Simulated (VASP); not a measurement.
# Si32PC30 (a cell with a defect) in VASP: further runs, part 3 of 3

VASP 6.6.1. Earlier steps stand in the parts before.

### Step 5. Single point, PBE, collinear spin, zero start

Contents of INCAR:

```
ALGO     = Normal         # electronic algorithm
EDIFF    = 1E-7           # SCF threshold, eV
ENCUT    = 520            # plane-wave cutoff, eV
GGA      = PE             # functional
ISIF     = 2              # what is computed and relaxed
ISMEAR   = 0              # smearing method
ISPIN    = 2              # spin polarisation
LASPH    = True           # aspherical terms in the spheres
LCHARG   = True           # write CHGCAR
LELF     = True           # ELF
LORBIT   = 11             # projections on sites
LREAL    = Auto         
LVHAR    = True         
LWAVE    = False          # write WAVECAR
MAGMOM   = 0 0 0 0 0 0 0 0 0 0 0 0 0 0 0 0 0 0 0 0 0 0 0 0 0 0 0 0 0 0 0 0 0 0 0 0 0 0 0 0 0 0 0 0 0 0 0 0 0 0 0 0 0 0 0 0 0 0 0 0 0 0 0 # initial moments
NBANDS   = 168            # bands
NELM     = 150            # most SCF steps
PREC     = Accurate       # precision mode
SIGMA    = 0.05           # smearing width, eV
```

Contents of KPOINTS:

```
k-points
0
Gamma
  1 1 1
```

Contents of POSCAR:

```
Si32PC30
1.0
    8.7079860000      0.0000000000      0.0000000000
    0.0000000000      8.7079860000      0.0000000000
    0.0000000000      0.0000000000      8.7079860000
Si C P
32 30 1
Direct
    0.6191954144      0.1308045282      0.1122515585
    0.8764690251      0.3743518880      0.1232574329
    0.8716653885      0.1243135898      0.3749747645
    0.1224836604      0.1250692181      0.1230826508
    0.4109438164      0.3390561262      0.1006373919
    0.6249308393      0.6275163970      0.1230826508
    0.8710747812      0.8789252762      0.1217106918
    0.3601043915      0.1105836642      0.3902289232
    0.6394163932      0.3898956659      0.3902289232
    0.8762530165      0.6279748268      0.3779188437
    0.6239687340      0.1260313234      0.6275151338
    0.8747276351      0.3765469995      0.6271963460
    0.8763859979      0.1241462722      0.8750128905
    0.1106617535      0.6393383039      0.1075826259
    0.3756480546      0.8735309175      0.1232574329
    0.1082919747      0.3584986241      0.3912850802
    0.3915013184      0.6417079678      0.3912850802
    0.6256864676      0.8783346689      0.3749747645
    0.1220190294      0.1214347382      0.6270848391
    0.3754910722      0.3745089852      0.6287677771
    0.6285652044      0.6279810280      0.6270848391
    0.8749450217      0.8750550357      0.6238958124
    0.3741570094      0.1217559376      0.8717944654
    0.6282440050      0.3758430480      0.8717944654
    0.8742681718      0.6269909024      0.8742051262
    0.1220251158      0.8737469261      0.3779188437
    0.1244523131      0.6255477443      0.6254930819
    0.3734529431      0.8752724223      0.6271963460
    0.1247683448      0.3755727214      0.8759073568
    0.3744272212      0.6252315978      0.8759073568
    0.6258537852      0.8736140596      0.8750128905
    0.1230091550      0.8757318857      0.8742051262
    0.4973640288     -0.0025964672     -0.0023849372
    0.7525964098      0.2526360286     -0.0023849372
    0.7422632512      0.0077368062      0.2477081383
   -0.0007117604      0.0000432936     -0.0002510339
    0.2488290633      0.2437792160     -0.0034440800
    0.5062207266      0.5011709941     -0.0034440800
    0.7499566490      0.7507117030     -0.0002510339
    0.2492455776     -0.0004035376      0.2479928195
    0.7504035950      0.5007543650      0.2479928195
    0.5009487843      0.0015070075      0.5023944687
    0.7484929351      0.2490511583      0.5023944687
    0.7500009761     -0.0000009187      0.7500945684
   -0.0032937582      0.4998717269     -0.0032709056
    0.2501282156      0.7532937007     -0.0032709056
   -0.0042263504      0.2466182192      0.2499139296
    0.5033818382      0.7542262930      0.2499139296
   -0.0020731545      0.0006144934      0.4990929016
    0.2504526305      0.2478826907      0.5067266989
    0.5021173667      0.4995473121      0.5067266989
    0.7493855640      0.7520730970      0.4990929016
    0.2479927046     -0.0015378987      0.7490533402
    0.4999753100      0.2500246326      0.7511130587
    0.7515379561      0.5020073528      0.7490533402
   -0.0035051733      0.7535052307      0.2494456238
   -0.0025197560      0.5009105435      0.5030003493
    0.2490895139      0.7525198134      0.5030003493
   -0.0000334176      0.2502210040      0.7487282364
    0.2496718529      0.5003280896      0.7509352909
    0.4997790534      0.7500334750      0.7487282364
   -0.0005362893      0.7505363468      0.7488109191
    0.2619788318      0.4880211107      0.2450390940
```

Potentials or basis: VASP PAW PBE potentials, release 64 (Si, C, P).

On the command line:

```console
cat potpaw_PBE.64/Si/POTCAR potpaw_PBE.64/C/POTCAR potpaw_PBE.64/P/POTCAR > POTCAR
mpirun -np 1 vasp_gam > vasp.out
```

OUTCAR:

```text
EDIFF = 1E-7
   ENCUT = 520
   GGA = PE
   ISIF = 2
   ISMEAR = 0
   ISPIN = 2
   LASPH = True
   LORBIT = 11
   LREAL = Auto
   NELM = 150
   PREC = Accurate

 ion  position               nearest neighbor table
   1  0.619  0.131  0.112-  33 1.86  34 1.86  35 1.92   5 2.57  23 2.99  24 2.99  31 3.05  13 3.05
                             2 3.09  15 3.09   7 3.10
   2  0.876  0.374  0.123-  34 1.87  45 1.87  47 1.88  41 1.90   4 3.05  29 3.05  13 3.07  24 3.08
                            14 3.08   1 3.09  16 3.09  25 3.09   3 3.09   6 3.11   9 3.11  10 3.13
   3  0.872  0.124  0.375-  47 1.87  35 1.88  49 1.88  43 1.89  16 2.90  18 3.03  22 3.07   7 3.07
                             9 3.08  11 3.08  26 3.08   2 3.09  19 3.09   4 3.10  12 3.11
   4  0.122  0.125  0.123-  36 1.87  37 1.87  47 1.89  40 1.90  13 3.04   2 3.05   7 3.06  29 3.06
                            32 3.07   3 3.10  23 3.10  16 3.10  15 3.11   8 3.12  26 3.12   5 3.13
   5  0.411  0.339  0.101-  37 1.87  38 1.87  63 2.22   1 2.57  23 2.77  24 2.77   4 3.13   6 3.13

   6  0.625  0.628  0.123-  39 1.87  38 1.87  48 1.89  41 1.90  31 3.04  15 3.05   7 3.06  30 3.06
                            25 3.07  18 3.10  24 3.10  17 3.10   2 3.11   9 3.12  10 3.12   5 3.13
   7  0.871  0.879  0.122-  36 1.87  39 1.87  56 1.90  35 1.93  14 2.95  31 3.03  13 3.03   6 3.06
                             4 3.06  18 3.07   3 3.07  32 3.08  25 3.08   1 3.10  26 3.12  10 3.12
   8  0.360  0.111  0.390-  42 1.83  50 1.84  40 1.84  28 2.91  19 2.93  26 2.93  18 3.08  16 3.08
[... 693 lines left out ...]
     0.000000000  8.707986000  0.000000000     0.000000000  0.114837116  0.000000000
     0.000000000  0.000000000  8.707986000     0.000000000  0.000000000  0.114837116

 POSITION                                       TOTAL-FORCE (eV/Angst)
 -----------------------------------------------------------------------------------
      5.39194      1.13904      0.97748        -0.025567      0.025567     -0.003990
      7.63228      3.25985      1.07332        -0.000329     -0.009327     -0.005930
      7.59045      1.08252      3.26527         0.009899      0.014430     -0.011343
      1.06659      1.08910      1.07180        -0.006869      0.006315     -0.001369
      3.57849      2.95250      0.87635         0.004192     -0.004192      0.014699
      5.44189      5.46440      1.07180        -0.006315      0.006869     -0.001369
[... 55 lines left out ...]
      8.70332      6.53566      6.52064        -0.000409      0.000409     -0.004858
      2.28131      4.24968      2.13380         0.003504     -0.003504     -0.000283
 -----------------------------------------------------------------------------------
    total drift:                               -0.014888      0.009710     -0.026765

  FREE ENERGIE OF THE ION-ELECTRON SYSTEM (eV)
  ---------------------------------------------------
  free  energy   TOTEN  =      -460.2515886295 eV

  energy  without entropy=     -460.2233791316  energy(sigma->0) =     -460.23748388

 total charge

# of ion       s       p       d       tot
------------------------------------------
    1        0.713   0.914   0.000   1.627
    2        0.695   0.975   0.000   1.671
    3        0.697   0.982   0.000   1.679
    4        0.695   0.975   0.000   1.670
    5        0.730   0.922   0.000   1.652
    6        0.695   0.975   0.000   1.670
[... 55 lines left out ...]
   62        0.837   1.726   0.000   2.563
   63        1.031   1.703   0.000   2.734
--------------------------------------------------
tot         48.698  84.579   0.000 133.277

 magnetization (x)

# of ion       s       p       d       tot
------------------------------------------
    1       -0.000  -0.000   0.000  -0.000
    2       -0.000  -0.000   0.000  -0.000
    3       -0.000  -0.000   0.000  -0.000
    4       -0.000  -0.000   0.000  -0.000
    5       -0.000  -0.000   0.000  -0.000
    6       -0.000  -0.000   0.000  -0.000
[... 55 lines left out ...]
   62       -0.000   0.000   0.000  -0.000
   63       -0.000  -0.000   0.000  -0.000
--------------------------------------------------
tot         -0.000  -0.000   0.000  -0.000
```

OSZICAR:

```text
N       E                     dE             d eps       ncg     rms          rms(c)
DAV:   1     0.171798064282E+04    0.17180E+04   -0.13091E+05   672   0.145E+03
[... 14 lines left out ...]
DAV:  16    -0.460251591710E+03    0.13199E-04   -0.24677E-05   808   0.112E-02    0.327E-02
DAV:  17    -0.460251587152E+03    0.45579E-05   -0.12262E-05   736   0.791E-03    0.128E-02
DAV:  18    -0.460251588259E+03   -0.11067E-05   -0.54140E-06   776   0.482E-03    0.446E-03
DAV:  19    -0.460251588633E+03   -0.37443E-06   -0.95551E-07   760   0.198E-03    0.378E-03
DAV:  20    -0.460251588460E+03    0.17312E-06   -0.31638E-07   608   0.115E-03    0.190E-03
DAV:  21    -0.460251588631E+03   -0.17112E-06   -0.16972E-07   584   0.851E-04    0.739E-04
DAV:  22    -0.460251588630E+03    0.15680E-08   -0.57385E-08   448   0.518E-04
   1 F= -.46025159E+03 E0= -.46023748E+03  d E =-.282095E-01  mag=    -0.0000
```

stdout:

```text
POSCAR found type information on POSCAR SiC P
 POSCAR found :  3 types and      63 ions
 scaLAPACK will be used
 LDA part: xc-table for (Slater+PW92), standard interpolation
 POSCAR, INCAR and KPOINTS ok, starting setup
 FFT: planning ... GRIDC
 FFT: planning ... GRID_SOFT
 FFT: planning ... GRID
 WAVECAR not read
 entering main loop
```

Run time: 8.8 min. Hardware: 1 thread of Intel Xeon Platinum 8259CL at 2.50GHz (Skylake/Cascade Lake), shared host; peak memory 0.99 GiB.

Results:

* Free energy: -460.2516 eV
* Pressure: 6.9 GPa
* Largest force: 0.036 eV/Å
* Net moment: 0.00 μB per cell
* Valence electrons inside the program's atomic spheres: Si 1.63, 1.67, 1.68, 1.65, 1.66, 1.71, 1.72 (each value once); C 2.56, 2.53, 2.57, 2.54, 2.58, 2.59, 2.55 (each value once); P 2.73

Forces in eV/Å, atoms in the order of the input:
```
Si  -0.026  0.026 -0.004
Si   0.000 -0.009 -0.006
Si   0.010  0.014 -0.011
Si  -0.007  0.006 -0.001
Si   0.004 -0.004  0.015
Si  -0.006  0.007 -0.001
Si   0.002 -0.002 -0.007
Si   0.009  0.013  0.008
Si  -0.013 -0.009  0.008
Si  -0.005  0.001 -0.002
Si  -0.001  0.001  0.010
Si   0.009 -0.017  0.005
Si   0.003 -0.003  0.007
Si  -0.002  0.002  0.009
Si   0.009  0.000 -0.006
Si   0.006  0.001 -0.018
Si  -0.001 -0.006 -0.018
Si  -0.014 -0.010 -0.011
Si  -0.004  0.011  0.002
Si   0.001 -0.001 -0.001
Si  -0.011  0.004  0.002
Si   0.006 -0.006  0.010
Si   0.019  0.009 -0.004
Si  -0.009 -0.019 -0.004
Si   0.000  0.008  0.002
Si  -0.001  0.005 -0.002
Si  -0.003  0.003  0.007
Si   0.017 -0.009  0.005
Si  -0.005 -0.004  0.016
Si   0.004  0.005  0.016
Si   0.003 -0.003  0.007
Si  -0.008  0.000  0.002
C    0.001 -0.014 -0.005
C    0.014 -0.001 -0.005
C   -0.001  0.001 -0.004
C    0.008  0.000  0.009
C   -0.007 -0.015 -0.004
C    0.015  0.007 -0.004
C    0.000 -0.008  0.009
C   -0.009  0.001 -0.024
C   -0.001  0.009 -0.024
C    0.005  0.005  0.007
C   -0.005 -0.005  0.007
C   -0.003  0.003  0.000
C   -0.012 -0.005  0.012
C    0.005  0.012  0.012
C    0.005 -0.007  0.003
C    0.007 -0.005  0.003
C   -0.002 -0.002  0.008
C   -0.012  0.002  0.003
C   -0.002  0.012  0.003
C    0.002  0.002  0.008
C    0.001  0.006  0.000
C    0.006 -0.006  0.014
C   -0.006 -0.001  0.000
C    0.002 -0.002 -0.022
C   -0.003  0.002  0.000
C   -0.002  0.003  0.000
C    0.004  0.002 -0.022
C    0.002 -0.002  0.012
C   -0.002 -0.004 -0.022
C    0.000  0.000 -0.005
P    0.004 -0.004  0.000
```

Stress tensor (GPa, compression positive):
```
 6.84  1.64 -0.32
 1.64  6.84  0.32
-0.32  0.32  7.10
```

Caveat: the k points lie up to 0.72 Å⁻¹ apart; no moment was typed at the start, so none could form.

### Step 6. Overview

```tsv
cell	pressure (GPa)	moment (μB)	largest force (eV/Å)
as given, atomic positions A	7.5	0.00	1.59
as given, atomic positions B	7.4	0.00	1.44
as given, atomic positions C	6.9	0.00	1.23
as given, atomic positions D	6.9	0.00	0.04
```

Alike in all rows: task single point; level PBE; potentials or basis VASP PAW PBE potentials, release 64 (Si, C, P); spin collinear, zero start; k mesh 1 × 1 × 1; cutoff (eV) 520; smearing gaussian 0.05 eV.

Caveats: all runs use coarse meshes; no moment was typed at the start, so none could form.

Total energies depend on the potentials used, so only differences within one code and one set of settings carry meaning.
